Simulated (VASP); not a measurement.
# HfN (P6_3/mmc) in VASP: a series of runs, part 2 of 2

VASP 6.6.1.

### Step 3. Single point, PBE (uniaxial strain along c: -4.0 %, then relaxed in part)

INCAR

```
  PREC = Accurate
  ENCUT = 520
  EDIFF = 1E-7
  ISMEAR = 0
  SIGMA = 0.1
  LREAL = False
  LASPH = True
  NELM = 100
  ALGO = Normal
  ISIF = 2
  LWAVE = False
  LCHARG = True
  GGA = PE
  LELF = True
  LVHAR = True
  NBANDS = 23
```

KPOINTS

```
Automatic mesh
0
Gamma
  18 18 10
```

POSCAR

```
HfN
1.0
    3.1829237324      0.0000000000      0.0000000000
   -1.5914618662      2.7564928106      0.0000000000
    0.0000000000      0.0000000000      5.2327898148
Hf N
2 2
Direct
    0.6666666668      0.3333333332      0.7500000000
    0.3333333332      0.6666666668      0.2500000000
    0.0000000000      0.0000000000      0.0000000000
    0.0000000000      0.0000000000      0.5000000000
```

Potentials or basis: VASP PAW PBE potentials, release 64 (Hf_pv, N).

Command:

```sh
cat potpaw_PBE.64/Hf_pv/POTCAR potpaw_PBE.64/N/POTCAR > POTCAR
mpirun -np 1 vasp_std > vasp.out
```

OUTCAR:

```text
PREC = Accurate
   ENCUT = 520
   EDIFF = 1E-7
   ISMEAR = 0
   LREAL = False
   LASPH = True
   NELM = 100
   ISIF = 2
   GGA = PE

 ion  position               nearest neighbor table
   1  0.667  0.333  0.750-   3 2.26   4 2.26   3 2.26   4 2.26   3 2.26   4 2.26   2 3.20   2 3.20
                             2 3.20   2 3.20   2 3.20   2 3.20
   2  0.333  0.667  0.250-   3 2.26   4 2.26   3 2.26   4 2.26   3 2.26   4 2.26   1 3.20   1 3.20
                             1 3.20   1 3.20   1 3.20   1 3.20
   3  0.000  0.000  0.000-   1 2.26   2 2.26   1 2.26   2 2.26   1 2.26   2 2.26
   4  0.000  0.000  0.500-   1 2.26   2 2.26   1 2.26   2 2.26   1 2.26   2 2.26

  LATTYP: Found a hexagonal cell.
 ALAT       =     3.1829237324
 C/A-ratio  =     1.6440198556

  Lattice vectors:

 A1 = (   3.1829237324,   0.0000000000,   0.0000000000)
 A2 = (  -1.5914618662,   2.7564928106,   0.0000000000)
 A3 = (   0.0000000000,   0.0000000000,   5.2327898148)

Analysis of symmetry for initial positions (statically):
=====================================================================
 Subroutine PRICEL returns:
 Original cell was already a primitive cell.
[... 171 lines left out ...]
  ext. energy  EPLUGINS =         0.00000000
  ---------------------------------------------------
  free energy    TOTEN  =       -43.29456641 eV

  energy without entropy =      -43.29180842  energy(sigma->0) =      -43.29318741

 E-fermi :   8.0248     XC(G=0): -12.7626

 val. band max:        8.0223153413   @ k =   0.0556   0.0556   0.2000
 cond. band min:       8.0298671693   @ k =   0.0000   0.0000   0.1000
 fundamental gap:      0.0075518280
 Fermi energy:         8.0248197306

 k-point     1 :       0.0000    0.0000    0.0000
  band No.  band energies     occupation
      1     -23.7892      2.00000
      2     -22.8351      2.00000
      3     -22.8225      2.00000
      4     -22.8225      2.00000
      5     -22.7384      2.00000
      6     -22.7384      2.00000
[... 613 lines left out ...]
     22      14.0682      0.00000
     23      15.0347      0.00000

 [... further k-points ...]
[... 5 lines left out ...]
  --------------------------------------------------------------------------------------
  -------------------------------------------------------------------------------------
  Total       -0.6872699     -0.6872699      5.6549986      0.0000000      0.0000000      0.0000000
  in kB      -23.9839930    -23.9839931    197.3452571      0.0000000      0.0000000      0.0000000
  external PRESSURE =      49.7924237 kB  Pullay stress =       0.0000000 kB

 VOLUME and BASIS-vectors are now :
 -----------------------------------------------------------------------------
  energy-cutoff  :      520.00
  volume of cell :       45.91
      direct lattice vectors                 reciprocal lattice vectors
     3.182923732  0.000000000  0.000000000     0.314176551  0.181389916  0.000000000
    -1.591461866  2.756492811  0.000000000     0.000000000  0.362779832  0.000000000
     0.000000000  0.000000000  5.232789815     0.000000000  0.000000000  0.191102650

 POSITION                                       TOTAL-FORCE (eV/Angst)
 -----------------------------------------------------------------------------------
      1.59146      0.91883      3.92459         0.000000      0.000000      0.000000
     -0.00000      1.83766      1.30820        -0.000000     -0.000000      0.000000
      0.00000      0.00000      0.00000        -0.000000     -0.000000      0.000000
      0.00000      0.00000      2.61639        -0.000000     -0.000000      0.000000
 -----------------------------------------------------------------------------------
    total drift:                               -0.000000      0.000000     -0.000000

  FREE ENERGIE OF THE ION-ELECTRON SYSTEM (eV)
  ---------------------------------------------------
  free  energy   TOTEN  =       -43.2945664062 eV

  energy  without entropy=      -43.2918084233  energy(sigma->0) =      -43.29318741
```

OSZICAR:

```text
N       E                     dE             d eps       ncg     rms          rms(c)
DAV:   1     0.111810583492E+03    0.11181E+03   -0.16526E+04 10228   0.130E+03
DAV:   2    -0.433290160539E+02   -0.15514E+03   -0.14698E+03 13401   0.314E+02
DAV:   3    -0.494953832555E+02   -0.61664E+01   -0.61127E+01 13259   0.499E+01
DAV:   4    -0.495475064310E+02   -0.52123E-01   -0.52089E-01 11798   0.502E+00
DAV:   5    -0.495481682932E+02   -0.66186E-03   -0.66175E-03 14011   0.464E-01    0.745E+01
DAV:   6    -0.434503387326E+02    0.60978E+01   -0.27679E+01 12247   0.273E+01    0.570E+01
DAV:   7    -0.433313379699E+02    0.11900E+00   -0.19204E+00 12121   0.851E+00    0.255E+01
DAV:   8    -0.433037186045E+02    0.27619E-01   -0.12760E-01 13079   0.251E+00    0.458E+00
DAV:   9    -0.432957798576E+02    0.79387E-02   -0.50226E-02 11971   0.122E+00    0.331E+00
DAV:  10    -0.432948234901E+02    0.95637E-03   -0.10082E-02 12591   0.622E-01    0.961E-01
DAV:  11    -0.432945659930E+02    0.25750E-03   -0.12615E-03 12655   0.231E-01    0.103E-01
DAV:  12    -0.432945667608E+02   -0.76783E-06   -0.64028E-05 12709   0.548E-02    0.153E-01
DAV:  13    -0.432945664583E+02    0.30248E-06   -0.86294E-06 12433   0.179E-02    0.525E-03
DAV:  14    -0.432945664062E+02    0.52109E-07   -0.34649E-07 12231   0.427E-03
   1 F= -.43294566E+02 E0= -.43293187E+02  d E =-.275798E-02
```

Run time: 1.8 min. Hardware: 1 thread of Intel Xeon Platinum 8488C (Sapphire Rapids), shared host; peak memory 0.32 GiB.

What came out:

```
Free energy            : -43.2946 eV
Pressure               : 5.0 GPa
Band gap on the k mesh : zero (band 15 reaches 10.04 eV, above the bottom of band 16 at 7.57 eV)
```

Levels at points of the mesh, in eV from the Fermi level:
```csv
k point,band 13,band 14,band 15,band 16,band 17,band 18
"(0.00, 0.00, 0.00)",-3.81,-1.34,-0.26,0.69,0.69,0.89
"(0.50, 0.00, 0.00)",-3.50,-2.89,-2.02,2.69,2.75,3.99
"(0.00, 0.00, 0.50)",-4.71,-4.71,2.02,2.02,2.76,2.76
"(0.50, 0.00, 0.50)",-4.67,-4.67,-0.29,-0.29,4.36,4.36
```

Caveat: the cell differs from its parent crystal (uniaxial strain along c: -4.0 %, then relaxed in part); spin-orbit coupling is left out, which moves the levels of the heavy elements.

### Step 4. Single point, PBE (uniaxial strain along c: -4.0 %)

INCAR

```
ALGO = Normal
EDIFF = 1E-6
ENCUT = 520
GGA = PE
ISIF = 2
ISMEAR = 0
LASPH = T
LCHARG = F
LREAL = F
LWAVE = F
NBANDS = 23
NELM = 80
PREC = Accurate
SIGMA = 0.1
```

KPOINTS

```
k-points
0
Gamma
  18 18 10
```

POSCAR

```
HfN
1.0
    3.1909636049      0.0000000000      0.0000000000
   -1.5954818024      2.7634555444      0.0000000000
    0.0000000000      0.0000000000      5.2327898148
Hf N
2 2
Direct
    0.6666666663      0.3333333337      0.7500000000
    0.3333333337      0.6666666663      0.2500000000
    0.0000000000      0.0000000000      0.0000000000
    0.0000000000      0.0000000000      0.5000000000
```

Command:

```sh
cat potpaw_PBE.64/Hf_pv/POTCAR potpaw_PBE.64/N/POTCAR > POTCAR
mpirun -np 1 vasp_std > vasp.out
```

Run time: 1.7 min. Hardware: 1 thread of Intel Xeon Platinum 8488C (Sapphire Rapids), shared host; peak memory 0.32 GiB.

The run converged. Its results:

| Quantity | Value |
| --- | --- |
| Free energy | -43.2900 eV |
| Pressure | 3.6 GPa |
| Band gap on the k mesh | zero (band 15 reaches 9.99 eV, above the bottom of band 16 at 7.52 eV) |

Stress tensor (GPa, compression positive):
```
-4.16  0.00  0.00
 0.00 -4.16  0.00
 0.00  0.00 19.01
```

Levels at points of the mesh, in eV from the Fermi level:
```
           k point  band 12  band 13  band 14  band 15  band 16  band 17  band 18  band 19
(0.00, 0.00, 0.00)    -3.81    -3.81    -1.32    -0.25     0.69     0.69     0.87     1.42
(0.50, 0.00, 0.00)    -5.66    -3.50    -2.88    -1.99     2.67     2.74     3.95     4.85
(0.00, 0.00, 0.50)    -4.70    -4.70    -4.70     2.01     2.01     2.73     2.73     3.09
(0.50, 0.00, 0.50)    -5.27    -4.66    -4.66    -0.29    -0.29     4.31     4.31     4.38
```

Caveat: the cell differs from its parent crystal (uniaxial strain along c: -4.0 %); spin-orbit coupling is left out, which moves the levels of the heavy elements.

### Step 5. Single point, PBE (uniaxial strain along c: -2.0 %, then relaxed in part)

INCAR

```
SYSTEM = HfN
PREC = Accurate
ENCUT = 520
EDIFF = 1E-6
ISMEAR = 0
SIGMA = 0.1
LREAL = .False.
LASPH = .True.
NELM = 80
ALGO = Normal
ISIF = 2
LWAVE = .False.
LCHARG = .False.
GGA = PE
NBANDS = 23
```

KPOINTS

```
Automatic mesh
0
Gamma
  18 18 10
  0 0 0
```

POSCAR

```
HfN
1.0
    3.1710388010      0.0000000000      0.0000000000
   -1.5855194005      2.7462001581      0.0000000000
    0.0000000000      0.0000000000      5.3418062692
Hf N
2 2
Direct
    0.6666666663      0.3333333337      0.7500000000
    0.3333333337      0.6666666663      0.2500000000
    0.0000000000      0.0000000000      0.0000000000
    0.0000000000      0.0000000000      0.5000000000
```

Command:

```sh
cat potpaw_PBE.64/Hf_pv/POTCAR potpaw_PBE.64/N/POTCAR > POTCAR
mpirun -np 1 vasp_std > vasp.out
```

It took 2 min on 1 thread of Intel Xeon Platinum 8488C (Sapphire Rapids), shared host; peak memory 0.32 GiB.

The run converged. Its results:

| Quantity | Value |
| --- | --- |
| Free energy | -43.3829 eV |
| Pressure | 1.2 GPa |
| Band gap on the k mesh | zero (band 15 reaches 9.81 eV, above the bottom of band 16 at 7.44 eV) |

Stress tensor (GPa, compression positive):
```
-2.34  0.00  0.00
 0.00 -2.34  0.00
 0.00  0.00  8.28
```

Levels at points of the mesh, in eV from the Fermi level:
```tsv
k point	band 11	band 12	band 13	band 14	band 15	band 16	band 17	band 18	band 19	band 20
(0.00, 0.00, 0.00)	-4.88	-3.70	-3.70	-1.56	-0.38	0.69	0.69	0.82	1.62	1.62
(0.50, 0.00, 0.00)	-5.77	-5.55	-3.40	-2.82	-2.24	2.56	2.66	4.11	4.68	5.53
(0.00, 0.00, 0.50)	-4.53	-4.53	-4.53	-4.53	1.91	1.91	2.77	2.77	2.95	2.95
(0.50, 0.00, 0.50)	-5.35	-5.35	-4.56	-4.56	-0.30	-0.30	4.45	4.45	4.54	4.54
```

Caveat: the cell differs from its parent crystal (uniaxial strain along c: -2.0 %, then relaxed in part); spin-orbit coupling is left out, which moves the levels of the heavy elements.

### Step 6. Overview

| cell | gap on the mesh (eV) | pressure (GPa) |
| --- | --- | --- |
| a = 3.137, b = 3.137, c = 5.669 Å, angles 90.0, 90.0, 120.0°, 4 atoms | none | -8.1 |
| a = 3.183, b = 3.183, c = 5.233 Å, angles 90.0, 90.0, 120.0°, 4 atoms | none | 5.0 |
| a = 3.191, b = 3.191, c = 5.233 Å, angles 90.0, 90.0, 120.0°, 4 atoms | none | 3.6 |
| a = 3.171, b = 3.171, c = 5.342 Å, angles 90.0, 90.0, 120.0°, 4 atoms | none | 1.2 |

Alike in all rows: task single point; level PBE; potentials or basis VASP PAW PBE potentials, release 64 (Hf_pv, N); no spin polarisation; k mesh 18 × 18 × 10; cutoff (eV) 520; smearing gaussian 0.1 eV.

Caveats: spin-orbit coupling is left out, which moves the levels of the heavy elements.

Total energies depend on the potentials used, so only differences within one code and one set of settings carry meaning.
